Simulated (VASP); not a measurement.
# Al2Cu in VASP: further runs, part 2 of 2

VASP 6.6.1. The steps go on from the part before.

## (4) Single point, PBE (mode 4 frozen in at +0.000 Å and mode 9 at -0.071 Å (largest displacements))

Contents of INCAR:

```
  PREC = Accurate
  ENCUT = 520
  EDIFF = 1E-6
  ISMEAR = 0
  SIGMA = 0.15
  LREAL = F
  LASPH = T
  NELM = 100
  ALGO = Fast
  ISIF = 2
  LWAVE = F
  LCHARG = F
  GGA = PE
  NBANDS = 16
```

Contents of KPOINTS:

```
Automatic mesh
0
Gamma
  10 10 14
```

Contents of POSCAR:

```
Al2Cu
1.0
    4.1211626268      0.0000000000      0.0000000000
    0.0000000000      4.1211626268      0.0000000000
    0.0000000000      0.0000000000      2.8847334069
Al Cu
2 1
Direct
    0.5000000000      0.0039076392      0.5000000000
    0.0000000000      0.4827718519      0.5000000000
    0.0000000000      0.0056558685      0.0000000000
```

Potentials or basis: VASP PAW PBE potentials, release 64 (Al, Cu).

On the command line:

```bash
> cat potpaw_PBE.64/Al/POTCAR potpaw_PBE.64/Cu/POTCAR > POTCAR
> mpirun -np 1 vasp_std > vasp.out
```

OUTCAR:

```text
PREC = Accurate
   ENCUT = 520
   EDIFF = 1E-6
   ISMEAR = 0
   LREAL = F
   LASPH = T
   NELM = 100
   ISIF = 2
   GGA = PE

 ion  position               nearest neighbor table
   1  0.500  0.004  0.500-   3 2.52   3 2.52   3 2.52   3 2.52   2 2.85   2 2.85   2 2.98   2 2.98

   2  0.000  0.483  0.500-   3 2.44   3 2.44   3 2.59   3 2.59   1 2.85   1 2.85   1 2.98   1 2.98

   3  0.000  0.006  0.000-   2 2.44   2 2.44   1 2.52   1 2.52   1 2.52   1 2.52   2 2.59   2 2.59

  LATTYP: Found a simple tetragonal cell.
 ALAT       =     4.1211626268
 C/A-ratio  =     0.6999804832

  Lattice vectors:

 A1 = (   4.1211626268,   0.0000000000,   0.0000000000)
 A2 = (   0.0000000000,   4.1211626268,   0.0000000000)
 A3 = (   0.0000000000,   0.0000000000,   2.8847334069)

Analysis of symmetry for initial positions (statically):
=====================================================================
 Subroutine PRICEL returns:
 Original cell was already a primitive cell.

 Routine SETGRP: Setting up the symmetry group for a
 simple tetragonal supercell.

 Subroutine GETGRP returns: Found  4 space group operations
 (whereof  4 operations were pure point group operations)
 out of a pool of 16 trial point group operations.

The static configuration has the point symmetry C_2v.

Analysis of symmetry for dynamics (positions and initial velocities):
=====================================================================
 Subroutine PRICEL returns:
 Original cell was already a primitive cell.

 Routine SETGRP: Setting up the symmetry group for a
 simple tetragonal supercell.

 Subroutine GETGRP returns: Found  4 space group operations
 (whereof  4 operations were pure point group operations)
 out of a pool of 16 trial point group operations.

The dynamic configuration has the point symmetry C_2v.

 Subroutine INISYM returns: Found  4 space group operations
 (whereof  4 operations are pure point group operations),
 and found     1 'primitive' translations

----------------------------------------------------------------------------------------

                                     Primitive cell

  volume of cell :      48.9943

  direct lattice vectors                    reciprocal lattice vectors
     4.121162627  0.000000000  0.000000000     0.242649973  0.000000000  0.000000000
     0.000000000  4.121162627  0.000000000     0.000000000  0.242649973  0.000000000
     0.000000000  0.000000000  2.884733407     0.000000000  0.000000000  0.346652484

  length of vectors
     4.121162627  4.121162627  2.884733407     0.242649973  0.242649973  0.346652484

  position of ions in fractional coordinates (direct lattice)
     0.500000000  0.003907639  0.500000000
     0.000000000  0.482771852  0.500000000
     0.000000000  0.005655868  0.000000000

  ion indices of the primitive-cell ions
   primitive index   ion index
                 1           1
                 2           2
                 3           3

----------------------------------------------------------------------------------------

 KPOINTS: Automatic mesh

Automatic generation of k-mesh.
 Grid dimensions read from file:
 generate k-points for:   10   10   14

 Generating k-lattice:

  Cartesian coordinates                     Fractional coordinates (reciprocal lattice)
     0.024264997  0.000000000  0.000000000     0.100000000  0.000000000  0.000000000
     0.000000000  0.024264997  0.000000000     0.000000000  0.100000000  0.000000000
     0.000000000  0.000000000  0.024760892     0.000000000  0.000000000  0.071428571

  Length of vectors
     0.024264997  0.024264997  0.024760892

  Shift w.r.t. Gamma in fractional coordinates (k-lattice)
     0.000000000  0.000000000  0.000000000

 Subroutine IBZKPT returns following result:
 ===========================================

 Found    288 irreducible k-points:

 Following reciprocal coordinates:
            Coordinates               Weight
  0.000000  0.000000  0.000000      1.000000
  0.100000  0.000000  0.000000      2.000000
  0.000000  0.100000  0.000000      2.000000
  0.200000  0.000000  0.000000      2.000000
  0.000000  0.200000  0.000000      2.000000
  0.300000  0.000000  0.000000      2.000000
[... 16 lines left out ...]
 -0.200000  0.300000  0.000000      4.000000
  0.400000  0.200000  0.000000      4.000000
 [... further k-points ...]
   k-points           NKPTS =    288   k-points in BZ     NKDIM =    288   number of bands    NBANDS=     16
   number of dos      NEDOS =    301   number of ions     NIONS =      3
   total plane-waves  NPLWV =  24576
   dimension x,y,z NGX =    32 NGY =   32 NGZ =   24
   dimension x,y,z NGXF=    64 NGYF=   64 NGZF=   48
   ions per type =               2   1
   NGX,Y,Z   is equivalent  to a cutoff of  12.91, 12.91, 13.83 a.u.
   NGXF,Y,Z  is equivalent  to a cutoff of  25.82, 25.82, 27.66 a.u.
 SYSTEM =  unknown system
   PREC   = accura    normal or accurate (medium, high low for compatibility)
   ISTART =      0    job   : 0-new  1-cont  2-samecut
   ICHARG =      2    charge: 1-file 2-atom 10-const
   ISPIN  =      1    spin polarized calculation?
   LNONCOLLINEAR =      F non collinear calculations
   LSORBIT =      F    spin-orbit coupling
   LASPH  =      T    aspherical Exc in radial PAW
   ENCUT  =  520.0 eV  38.22 Ry    6.18 a.u.   7.66  7.66  5.36*2*pi/ulx,y,z
   NELM   =    100;   NELMIN=  2; NELMDL= -5     # of ELM steps
   EDIFF  = 0.1E-05   stopping-criterion for ELM
   LREAL  =      F    real-space projection
   EDIFFG = 0.1E-04   stopping-criterion for IOM
   NSW    =      0    number of steps for IOM
   IBRION =     -1    ionic relax: 0-MD 1-quasi-New 2-CG
   NFREE  =      0    steps in history (QN), initial steepest desc. (CG)
   ISIF   =      2    stress and relaxation
   ISYM   =      2    0-nonsym 1-usesym 2-fastsym
   POTIM  = 0.5000    time-step for ionic-motion
   TEBEG  =    0.0;   TEEND  =   0.0 temperature during run
   PSTRESS=    0.0 pullay stress
   NELECT =      17.0000    total number of electrons
   NUPDOWN=      -1.0000    fix difference up-down
   EMIN   =  10.00;   EMAX   =-10.00  energy-range for DOS
   EFERMI =   0.00;   METHOD = LEGACY
   ISMEAR =     0;   SIGMA  =   0.15  broadening in eV -4-tet -1-fermi 0-gaus
   EFERMI_NEDOS =   21; number of points for ismear=-14 and -15
   IALGO  =     68    algorithm
   IMIX   =      4    mixing-type and parameters
     AMIX     =   0.40;   BMIX     =  1.00
     AMIX_MAG =   1.60;   BMIX_MAG =  1.00
  volume/ion in A,a.u.               =      16.33       110.21
  Fermi-wavevector in a.u.,A,eV,Ry     =   1.150384  2.173910 18.005716  1.323383
  Thomas-Fermi vector in A             =   2.287048
   LORBIT       =      0    0 simple, 1 ext, 2 COOP (PROOUT), +10 PAW based schemes
   GGA     = PE    functional components
   LHFCALC =     F    Hartree Fock is set to
   AEXX    =    0.0000 exact exchange contribution
   IVDW    =     0    specifies the selected vdW correction
   LEPSILON=     F    determine dielectric tensor
   LRPA    =     F    only Hartree local field effects (RPA)
 non-spin polarized calculation
 RMM-DIIS sequential band-by-band and
 Gauss-broadening in eV      SIGMA  =   0.15
  energy-cutoff  :      520.00
  volume of cell :       48.99
 maximum number of plane-waves:      1339
   NGX = 15   NGY = 15   NGZ = 11

 number of electron      16.9999995 magnetization

 Free energy of the ion-electron system (eV)
  ---------------------------------------------------
  ext. energy  EPLUGINS =         0.00000000
  ---------------------------------------------------
  free energy    TOTEN  =       -11.26255120 eV

  energy without entropy =      -11.25216227  energy(sigma->0) =      -11.25735674

 E-fermi :   7.0673     XC(G=0): -10.3636

 val. band max:        7.0659911238   @ k =  -0.2000   0.3000   0.2857
 cond. band min:       7.0684666688   @ k =   0.3000   0.2000   0.2857
 fundamental gap:      0.0024755449
 Fermi energy:         7.0673267125

 k-point     1 :       0.0000    0.0000    0.0000
  band No.  band energies     occupation
      1      -3.4020      2.00000
      2       1.6974      2.00000
      3       2.2183      2.00000
      4       2.8654      2.00000
      5       3.0655      2.00000
      6       3.0738      2.00000
[... 433 lines left out ...]
      3       1.9939      2.00000
      4       2.5239      2.00000
      5       2.8512      2.00000
      6       3.0479      2.00000
[... 8 lines left out ...]
     15      16.9542      0.00000
     16      18.6157      0.00000

 [... further k-points ...]

------------------------ aborting loop because EDIFF is reached ----------------------------------------

  FORCE on cell =-STRESS in cart. coord.  units (eV):
  Direction    XX          YY          ZZ          XY          YZ          ZX
  --------------------------------------------------------------------------------------
  -------------------------------------------------------------------------------------
  Total        0.0886997      0.2135958      0.1619523      0.0000000      0.0000000      0.0000000
  in kB        2.9005981      6.9848663      5.2960546      0.0000000      0.0000000      0.0000000
  external PRESSURE =       5.0605063 kB  Pullay stress =       0.0000000 kB

 VOLUME and BASIS-vectors are now :
 -----------------------------------------------------------------------------
  energy-cutoff  :      520.00
  volume of cell :       48.99
      direct lattice vectors                 reciprocal lattice vectors
     4.121162627  0.000000000  0.000000000     0.242649973  0.000000000  0.000000000
     0.000000000  4.121162627  0.000000000     0.000000000  0.242649973  0.000000000
     0.000000000  0.000000000  2.884733407     0.000000000  0.000000000  0.346652484

 POSITION                                       TOTAL-FORCE (eV/Angst)
 -----------------------------------------------------------------------------------
      2.06058      0.01610      1.44237         0.000000     -0.184917      0.000000
      0.00000      1.98958      1.44237         0.000000      0.819908      0.000000
      0.00000      0.02331      0.00000         0.000000     -0.634991      0.000000
 -----------------------------------------------------------------------------------
    total drift:                                0.000000      0.000510      0.000009

  FREE ENERGIE OF THE ION-ELECTRON SYSTEM (eV)
  ---------------------------------------------------
  free  energy   TOTEN  =       -11.2625512020 eV

  energy  without entropy=      -11.2521622738  energy(sigma->0) =      -11.25735674
```

stdout:

```text
POSCAR found type information on POSCAR AlCu
 POSCAR found :  2 types and       3 ions
 scaLAPACK will be used
 LDA part: xc-table for (Slater+PW92), standard interpolation
 POSCAR, INCAR and KPOINTS ok, starting setup
 FFT: planning ... GRIDC
 FFT: planning ... GRID_SOFT
 FFT: planning ... GRID
 WAVECAR not read
 entering main loop
```

It took 99 s on 1 thread of Intel Xeon Platinum 8559C (Emerald Rapids), shared host; peak memory 0.33 GiB.

Results:

```
Free energy   : -11.2626 eV
Pressure      : 0.5 GPa
Largest force : 0.820 eV/Å
```

Forces in eV/Å, atoms in the order of the input:
```
Al   0.000 -0.185  0.000
Al   0.000  0.820  0.000
Cu   0.000 -0.635  0.000
```

Caveat: the cell differs from its parent crystal (mode 4 frozen in at +0.000 Å and mode 9 at -0.071 Å (largest displacements)).
